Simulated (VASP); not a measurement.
Set up this calculation in VASP 6.6.1, as the native input.

| Quantity | Value |
| --- | --- |
| Task | single point |
| Functional | PBE |
| Dispersion | D3(BJ) |
| Potentials or basis | VASP PAW PBE potentials, release 64 (Mg, O) |
| Cutoff | 600 eV |
| k mesh | 10 × 10 × 10 |
| Occupations | gaussian, width 0.02 eV |
| Spin | no spin polarisation |
| Dipole correction | no |
| Further INCAR settings | ALGO = Normal; EDIFF = 1e-06; NBANDS = 11 |

The structure of MgO lies in POSCAR:

```
MgO
1.0
    0.0000000000      2.0247364126      2.0247364126
    2.0247364126      0.0000000000      2.0247364126
    2.0247364126      2.0247364126      0.0000000000
Mg O
1 1
Direct
    0.0000000000      0.0000000000      0.0000000000
    0.5000000000      0.5000000000      0.5000000000
```

One way to write it, as run:

INCAR

```
SYSTEM = MgO
PREC = Accurate
ENCUT = 600
EDIFF = 1E-6
ISMEAR = 0
SIGMA = 0.02
LREAL = .False.
LASPH = .True.
NELM = 120
ALGO = Normal
ISIF = 2
LWAVE = .False.
LCHARG = .False.
GGA = PE
IVDW = 12
NBANDS = 11
GGA_COMPAT = .False.
```

KPOINTS

```
Automatic mesh
0
Gamma
  10 10 10
  0 0 0
```

Potentials or basis: VASP PAW PBE potentials, release 64 (Mg, O).

The run is started by

```bash
$ cat potpaw_PBE.64/Mg/POTCAR potpaw_PBE.64/O/POTCAR > POTCAR
$ mpirun -np 1 vasp_std > vasp.out
```

Results of the run:

```json
{
 "Pressure": "22.3 GPa",
 "Band gap on the k mesh": "5.97 eV",
 "Dispersion energy per atom": "-0.331 eV"
}
```

Caveat: the cell stands under pressure.

Wall time 16 s on 1 thread of Intel Xeon 8259CL (shared host), peak memory 0.13 GiB.
